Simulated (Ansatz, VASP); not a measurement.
**Cu4Si3: VASP beside Ansatz**

Contents of INCAR:

```
SYSTEM = Cu4Si3
PREC = Accurate ; ENCUT = 600
EDIFF = 1E-6 ; ISMEAR = 0
SIGMA = 0.1 ; LREAL = .False.
LASPH = .True. ; NELM = 100
ALGO = Normal ; ISIF = 3
LWAVE = .False. ; LCHARG = .False.
GGA = PE ; IBRION = 2
NSW = 100 ; EDIFFG = -0.01
```

Contents of KPOINTS:

```
regular mesh
0
Gamma
  8 8 8
  0 0 0
```

Contents of POSCAR:

```
Cu4Si3
1.0
    4.7964438970      0.0000000000      0.0000000000
    0.0000000000      4.7964438970      0.0000000000
    0.0000000000      0.0000000000      4.7964438970
Si Cu
3 4
Direct
    0.0000000000      0.0000000000      0.5000000000
    0.5000000000      0.0000000000      0.0000000000
    0.0000000000      0.5000000000      0.0000000000
    0.6837538515      0.3162461485      0.3162461485
    0.3162461485      0.6837538515      0.3162461485
    0.3162461485      0.3162461485      0.6837538515
    0.6837538515      0.6837538515      0.6837538515
```

Input for Ansatz:

```yaml
crystal:
  lattice:
    - [4.796443897, 0.0, 0.0]
    - [0.0, 4.796443897, 0.0]
    - [0.0, 0.0, 4.796443897]
  atoms:
    - { symbol: Si, position: [0.0, 0.0, 0.5] }
    - { symbol: Si, position: [0.5, 0.0, 0.0] }
    - { symbol: Si, position: [0.0, 0.5, 0.0] }
    - { symbol: Cu, position: [0.6837538515, 0.3162461485, 0.3162461485] }
    - { symbol: Cu, position: [0.3162461485, 0.6837538515, 0.3162461485] }
    - { symbol: Cu, position: [0.3162461485, 0.3162461485, 0.6837538515] }
    - { symbol: Cu, position: [0.6837538515, 0.6837538515, 0.6837538515] }
basis:
  ecutwfc: 420
kpoints:
  mp_grid: { grid: [8, 8, 8] }
hamiltonian:
  xc: pbe
scf:
  occupations: { method: gaussian, width: 0.1 }
output:
  forces: true
  stress: true
  eigenvalues: true
relax:
  adjacent_minimum: "off"
  f_tol: 0.01
  max_steps: 80
  cell: { stress_tol: 0.05 }
```

Change from the starting cell: species swapped into the Si3As4 type (P-43m, No. 215).

Alike in both runs: task relaxation of cell and atoms; functional PBE; k mesh 8 × 8 × 8; occupations gaussian, width 0.1 eV; no spin polarisation.

```csv
,VASP,Ansatz
version,VASP 6.6.1,Ansatz 0.2.0
potentials or method,"VASP PAW PBE potentials, release 64 (Si, Cu), cutoff 600 eV","scalar-relativistic, plane waves, PAW"
valence electrons in the cell,56,88
```

```tsv
	VASP	Ansatz	Ansatz less VASP
gap on the k mesh at the Fermi level, each at its own relaxed structure (eV)	none	none	-
relaxed volume (Å³/atom)	15.83	15.76	-0.063
relaxed length of the cell vector where the two differ most in proportion (Å)	4.803	4.796	-0.0064
```

A gap of «none» marks a metal or a gap that the smearing closes. VASP's potentials hold 56 valence electrons a cell and Ansatz's 88, so a difference there can come from the potentials and not from the codes.
